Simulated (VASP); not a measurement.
# ZnS (I-4m2) in VASP: a series of runs

ZnS is run at these levels: PBE; tasks: single point.

Program: VASP 6.6.1. These are calculated values, not measurements. Logs are shortened: lines on timing, memory, paths and dates and some standing lists are left out, and cuts for length are marked.

**1. The cell of the first run**

Symmetry: I-4m2, No. 119, tetragonal system. The conventional cell has a = 3.710 Å, b = 3.710 Å, c = 5.409 Å, α = 90.00°, β = 90.00°, γ = 90.00°. Within 3.0 Å of Zn (site symmetry -4m2) lie 4 S at 2.30 Å. S (site symmetry -4m2) has 4 Zn at 2.30 Å within 3.0 Å.

**2. Single point, PBE (strain -0.030 along x and y, +0.000 along z)**

Contents of INCAR:

```
PREC = Accurate ; ENCUT = 520
EDIFF = 1E-7 ; ISMEAR = 0
SIGMA = 0.05 ; LREAL = False
LASPH = True ; NELM = 80
ALGO = Normal ; ISIF = 2
LWAVE = False ; LCHARG = False
GGA = PE ; NBANDS = 16
```

Contents of KPOINTS:

```
regular mesh
0
Gamma
  10 10 10
```

Contents of POSCAR:

```
ZnS
1.0
    0.0000000000      2.6235105000      2.7046500000
    2.6235105000      0.0000000000      2.7046500000
    2.6235105000      2.6235105000      0.0000000000
Zn S
1 1
Direct
    0.0000000000      0.0000000000      0.0000000000
    0.7500000000      0.7500000000      0.7500000000
```

Potentials or basis: VASP PAW PBE potentials, release 64 (Zn, S).

The run is started by

```
cat potpaw_PBE.64/Zn/POTCAR potpaw_PBE.64/S/POTCAR > POTCAR
mpirun -np 1 vasp_std > vasp.out
```

OUTCAR:

```text
PREC = Accurate
   ENCUT = 520
   EDIFF = 1E-7
   ISMEAR = 0
   LREAL = False
   LASPH = True
   NELM = 80
   ISIF = 2
   GGA = PE

 ion  position               nearest neighbor table
   1  0.000  0.000  0.000-   2 2.30   2 2.30   2 2.30   2 2.30
   2  0.750  0.750  0.750-   1 2.30   1 2.30   1 2.30   1 2.30

  LATTYP: Found a body centered tetragonal cell.
 ALAT       =     3.7102041301
 C/A-ratio  =     1.4579521262

  Lattice vectors:

 A1 = (  -2.6235105000,   0.0000000000,   2.7046500000)
 A2 = (   2.6235105000,   0.0000000000,   2.7046500000)
 A3 = (   0.0000000000,   2.6235105000,  -2.7046500000)

Analysis of symmetry for initial positions (statically):
=====================================================================
 Subroutine PRICEL returns:
 Original cell was already a primitive cell.

 Routine SETGRP: Setting up the symmetry group for a
 body centered tetragonal supercell.

 Subroutine GETGRP returns: Found  8 space group operations
 (whereof  8 operations were pure point group operations)
 out of a pool of 16 trial point group operations.

The static configuration has the point symmetry D_2d.

Analysis of symmetry for dynamics (positions and initial velocities):
=====================================================================
 Subroutine PRICEL returns:
 Original cell was already a primitive cell.

 Routine SETGRP: Setting up the symmetry group for a
 body centered tetragonal supercell.

 Subroutine GETGRP returns: Found  8 space group operations
 (whereof  8 operations were pure point group operations)
 out of a pool of 16 trial point group operations.

The dynamic configuration has the point symmetry D_2d.

 Subroutine INISYM returns: Found  8 space group operations
 (whereof  8 operations are pure point group operations),
 and found     1 'primitive' translations

----------------------------------------------------------------------------------------

                                     Primitive cell

  volume of cell :      37.2312

  direct lattice vectors                    reciprocal lattice vectors
     0.000000000  2.623510500  2.704650000    -0.190584333  0.190584333  0.184866803
     2.623510500  0.000000000  2.704650000     0.190584333 -0.190584333  0.184866803
     2.623510500  2.623510500  0.000000000     0.190584333  0.190584333 -0.184866803

  length of vectors
     3.768015256  3.768015256  3.710204130     0.326834073  0.326834073  0.326834073

  position of ions in fractional coordinates (direct lattice)
     0.000000000  0.000000000  0.000000000
     0.750000000  0.750000000  0.750000000

  ion indices of the primitive-cell ions
   primitive index   ion index
                 1           1
                 2           2

----------------------------------------------------------------------------------------

 KPOINTS: regular mesh

Automatic generation of k-mesh.
 Grid dimensions read from file:
 generate k-points for:   10   10   10

 Generating k-lattice:

  Cartesian coordinates                     Fractional coordinates (reciprocal lattice)
    -0.019058433  0.019058433  0.018486680     0.100000000  0.000000000  0.000000000
     0.019058433 -0.019058433  0.018486680     0.000000000  0.100000000  0.000000000
     0.019058433  0.019058433 -0.018486680     0.000000000  0.000000000  0.100000000

  Length of vectors
     0.032683407  0.032683407  0.032683407

  Shift w.r.t. Gamma in fractional coordinates (k-lattice)
     0.000000000  0.000000000  0.000000000

 Subroutine IBZKPT returns following result:
 ===========================================

 Found    102 irreducible k-points:

 Following reciprocal coordinates:
            Coordinates               Weight
  0.000000  0.000000  0.000000      1.000000
  0.100000  0.000000  0.000000      8.000000
  0.200000  0.000000  0.000000      8.000000
  0.300000  0.000000  0.000000      8.000000
  0.400000  0.000000  0.000000      8.000000
  0.500000  0.000000  0.000000      4.000000
[... 16 lines left out ...]
  0.300000  0.300000  0.000000      2.000000
  0.400000  0.300000  0.000000      8.000000
 [... further k-points ...]
   k-points           NKPTS =    102   k-points in BZ     NKDIM =    102   number of bands    NBANDS=     16
   number of dos      NEDOS =    301   number of ions     NIONS =      2
   total plane-waves  NPLWV =  21952
   dimension x,y,z NGX =    28 NGY =   28 NGZ =   28
   dimension x,y,z NGXF=    56 NGYF=   56 NGZF=   56
   ions per type =               1   1
   NGX,Y,Z   is equivalent  to a cutoff of  12.35, 12.35, 12.55 a.u.
   NGXF,Y,Z  is equivalent  to a cutoff of  24.71, 24.71, 25.09 a.u.
 SYSTEM =  unknown system
   PREC   = accura    normal or accurate (medium, high low for compatibility)
   ISTART =      0    job   : 0-new  1-cont  2-samecut
   ICHARG =      2    charge: 1-file 2-atom 10-const
   ISPIN  =      1    spin polarized calculation?
   LNONCOLLINEAR =      F non collinear calculations
   LSORBIT =      F    spin-orbit coupling
   LASPH  =      T    aspherical Exc in radial PAW
   ENCUT  =  520.0 eV  38.22 Ry    6.18 a.u.   7.01  7.01  6.90*2*pi/ulx,y,z
   NELM   =     80;   NELMIN=  2; NELMDL= -5     # of ELM steps
   EDIFF  = 0.1E-06   stopping-criterion for ELM
   LREAL  =      F    real-space projection
   EDIFFG = 0.1E-05   stopping-criterion for IOM
   NSW    =      0    number of steps for IOM
   IBRION =     -1    ionic relax: 0-MD 1-quasi-New 2-CG
   NFREE  =      0    steps in history (QN), initial steepest desc. (CG)
   ISIF   =      2    stress and relaxation
   ISYM   =      2    0-nonsym 1-usesym 2-fastsym
   POTIM  = 0.5000    time-step for ionic-motion
   TEBEG  =    0.0;   TEEND  =   0.0 temperature during run
   PSTRESS=    0.0 pullay stress
   NELECT =      18.0000    total number of electrons
   NUPDOWN=      -1.0000    fix difference up-down
   EMIN   =  10.00;   EMAX   =-10.00  energy-range for DOS
   EFERMI =   0.00;   METHOD = LEGACY
   ISMEAR =     0;   SIGMA  =   0.05  broadening in eV -4-tet -1-fermi 0-gaus
   EFERMI_NEDOS =   21; number of points for ismear=-14 and -15
   IALGO  =     38    algorithm
   IMIX   =      4    mixing-type and parameters
     AMIX     =   0.40;   BMIX     =  1.00
     AMIX_MAG =   1.60;   BMIX_MAG =  1.00
  volume/ion in A,a.u.               =      18.62       125.62
  Fermi-wavevector in a.u.,A,eV,Ry     =   1.284883  2.428076 22.462174  1.650923
  Thomas-Fermi vector in A             =   2.417050
   LORBIT       =      0    0 simple, 1 ext, 2 COOP (PROOUT), +10 PAW based schemes
   GGA     = PE    functional components
   LHFCALC =     F    Hartree Fock is set to
   AEXX    =    0.0000 exact exchange contribution
   IVDW    =     0    specifies the selected vdW correction
   LEPSILON=     F    determine dielectric tensor
   LRPA    =     F    only Hartree local field effects (RPA)
 non-spin polarized calculation
 Gauss-broadening in eV      SIGMA  =   0.05
  energy-cutoff  :      520.00
  volume of cell :       37.23
 maximum number of plane-waves:      1014
   NGX = 13   NGY = 13   NGZ = 13

 number of electron      18.0000009 magnetization

 Free energy of the ion-electron system (eV)
  ---------------------------------------------------
  ext. energy  EPLUGINS =         0.00000000
  ---------------------------------------------------
  free energy    TOTEN  =        -6.78636287 eV

  energy without entropy =       -6.78636287  energy(sigma->0) =       -6.78636287

 E-fermi :   2.9056     XC(G=0):  -9.9067

 val. band max:        2.7046536246   @ k =   0.0000   0.0000   0.0000
 cond. band min:       5.0359054134   @ k =   0.0000   0.0000   0.0000
 fundamental gap:      2.3312517889
 Fermi energy:         2.9056306645

 k-point     1 :       0.0000    0.0000    0.0000
  band No.  band energies     occupation
      1     -10.8941      2.00000
      2      -3.9342      2.00000
      3      -3.9138      2.00000
      4      -3.9138      2.00000
      5      -3.3588      2.00000
      6      -3.3467      2.00000
[... 8 lines left out ...]
     15      14.7577      0.00000
     16      14.8836      0.00000

 k-point     2 :       0.1000    0.0000    0.0000
  band No.  band energies     occupation
      1     -10.8106      2.00000
      2      -3.9296      2.00000
      3      -3.9071      2.00000
      4      -3.8978      2.00000
      5      -3.3595      2.00000
      6      -3.3490      2.00000
[... 8 lines left out ...]
     15      14.2564      0.00000
     16      15.4608      0.00000

 k-point     3 :       0.2000    0.0000    0.0000
  band No.  band energies     occupation
      1     -10.5794      2.00000
      2      -3.9181      2.00000
      3      -3.8733      2.00000
      4      -3.8580      2.00000
      5      -3.3571      2.00000
      6      -3.3515      2.00000
[... 8 lines left out ...]
     15      13.7368      0.00000
     16      15.4135      0.00000

 k-point     4 :       0.3000    0.0000    0.0000
  band No.  band energies     occupation
      1     -10.2629      2.00000
      2      -3.8494      2.00000
      3      -3.8256      2.00000
      4      -3.8147      2.00000
      5      -3.3457      2.00000
      6      -3.3434      2.00000
[... 8 lines left out ...]
     15      14.0239      0.00000
     16      14.8432      0.00000

 k-point     5 :       0.4000    0.0000    0.0000
  band No.  band energies     occupation
      1      -9.9749      2.00000
      2      -3.8146      2.00000
      3      -3.7864      2.00000
      4      -3.5981      2.00000
      5      -3.3314      2.00000
      6      -3.3210      2.00000
[... 8 lines left out ...]
     15      15.1343      0.00000
     16      15.3242      0.00000

 k-point     6 :       0.5000    0.0000    0.0000
  band No.  band energies     occupation
      1      -9.8554      2.00000
      2      -3.8071      2.00000
      3      -3.7776      2.00000
      4      -3.3233      2.00000
      5      -3.3169      2.00000
      6      -3.1487      2.00000
[... 8 lines left out ...]
     15      16.1056      0.00000
     16      16.3274      0.00000

 k-point     7 :       0.1000    0.1000    0.0000
  band No.  band energies     occupation
      1     -10.7868      2.00000
      2      -3.9515      2.00000
      3      -3.8852      2.00000
      4      -3.8852      2.00000
      5      -3.3724      2.00000
      6      -3.3392      2.00000
[... 8 lines left out ...]
     15      14.8794      0.00000
     16      15.6899      0.00000

 k-point     8 :       0.2000    0.1000    0.0000
  band No.  band energies     occupation
      1     -10.6080      2.00000
      2      -3.9555      2.00000
      3      -3.8513      2.00000
      4      -3.8459      2.00000
      5      -3.3818      2.00000
      6      -3.3334      2.00000
[... 8 lines left out ...]
     15      14.6738      0.00000
     16      16.4487      0.00000

 k-point     9 :       0.3000    0.1000    0.0000
  band No.  band energies     occupation
      1     -10.3199      2.00000
      2      -3.9138      2.00000
      3      -3.8047      2.00000
      4      -3.7993      2.00000
      5      -3.3755      2.00000
      6      -3.3268      2.00000
[... 8 lines left out ...]
     15      14.7450      0.00000
     16      15.8686      0.00000
[... 172 lines left out ...]
 k-point    19 :       0.5000    0.2000    0.0000
  band No.  band energies     occupation
      1      -9.7616      2.00000
      2      -3.8338      2.00000
      3      -3.6941      2.00000
      4      -3.5114      2.00000
      5      -3.3126      2.00000
      6      -3.2121      2.00000
[... 8 lines left out ...]
     15      16.2432      0.00000
     16      17.3192      0.00000

 k-point    20 :      -0.4000    0.2000    0.0000
  band No.  band energies     occupation
      1      -9.7242      2.00000
      2      -3.8088      2.00000
      3      -3.7042      2.00000
      4      -3.4275      2.00000
      5      -3.3388      2.00000
      6      -3.1229      2.00000
[... 8 lines left out ...]
     15      14.9495      0.00000
     16      17.1155      0.00000

 k-point    21 :      -0.3000    0.2000    0.0000
  band No.  band energies     occupation
      1      -9.8805      2.00000
      2      -3.8041      2.00000
      3      -3.7377      2.00000
      4      -3.6413      2.00000
      5      -3.3673      2.00000
      6      -3.2631      2.00000
[... 8 lines left out ...]
     15      16.3459      0.00000
     16      17.3304      0.00000

 k-point    22 :      -0.2000    0.2000    0.0000
  band No.  band energies     occupation
      1     -10.1479      2.00000
      2      -3.8520      2.00000
      3      -3.7962      2.00000
      4      -3.7878      2.00000
      5      -3.3783      2.00000
      6      -3.2982      2.00000
[... 8 lines left out ...]
     15      15.8847      0.00000
     16      17.4017      0.00000

 k-point    23 :       0.3000    0.3000    0.0000
  band No.  band energies     occupation
      1     -10.0784      2.00000
      2      -4.0195      2.00000
      3      -3.6865      2.00000
      4      -3.6865      2.00000
      5      -3.4060      2.00000
      6      -3.2951      2.00000
[... 8 lines left out ...]
     15      15.7547      0.00000
     16      19.8474      0.00000

 k-point    24 :       0.4000    0.3000    0.0000
  band No.  band energies     occupation
      1      -9.8540      2.00000
      2      -3.9888      2.00000
      3      -3.6351      2.00000
      4      -3.6282      2.00000
      5      -3.3516      2.00000
      6      -3.2881      2.00000
[... 8 lines left out ...]
     15      16.2298      0.00000
     16      18.8715      0.00000

 [... further k-points ...]
[... 5 lines left out ...]
  --------------------------------------------------------------------------------------
  -------------------------------------------------------------------------------------
  Total        1.6741222      1.6741222      1.3900055      0.0000000      0.0000000      0.0000000
  in kB       72.0428781     72.0428781     59.8164182      0.0000000      0.0000000      0.0000000
  external PRESSURE =      67.9673915 kB  Pullay stress =       0.0000000 kB

 VOLUME and BASIS-vectors are now :
 -----------------------------------------------------------------------------
  energy-cutoff  :      520.00
  volume of cell :       37.23
      direct lattice vectors                 reciprocal lattice vectors
     0.000000000  2.623510500  2.704650000    -0.190584333  0.190584333  0.184866803
     2.623510500  0.000000000  2.704650000     0.190584333 -0.190584333  0.184866803
     2.623510500  2.623510500  0.000000000     0.190584333  0.190584333 -0.184866803

 POSITION                                       TOTAL-FORCE (eV/Angst)
 -----------------------------------------------------------------------------------
      0.00000      0.00000      0.00000         0.000000      0.000000     -0.000000
      3.93527      3.93527      4.05697        -0.000000     -0.000000      0.000000
 -----------------------------------------------------------------------------------
    total drift:                               -0.000002     -0.000002     -0.000002

  FREE ENERGIE OF THE ION-ELECTRON SYSTEM (eV)
  ---------------------------------------------------
  free  energy   TOTEN  =        -6.7863628673 eV

  energy  without entropy=       -6.7863628673  energy(sigma->0) =       -6.78636287
```

Wall time 55 s (1 thread of AMD EPYC 7R43 (Zen 3), shared host); peak memory 0.16 GiB.

Results:

* Free energy: -6.7864 eV
* Pressure: 6.8 GPa
* Band gap on the k mesh: 2.33 eV, direct

Stress tensor (GPa, compression positive):
```
7.20 0.00 0.00
0.00 7.20 0.00
0.00 0.00 5.98
```

Caveat: the cell differs from its parent crystal (strain -0.030 along x and y, +0.000 along z).

(Part 1 of 2 ends here.)
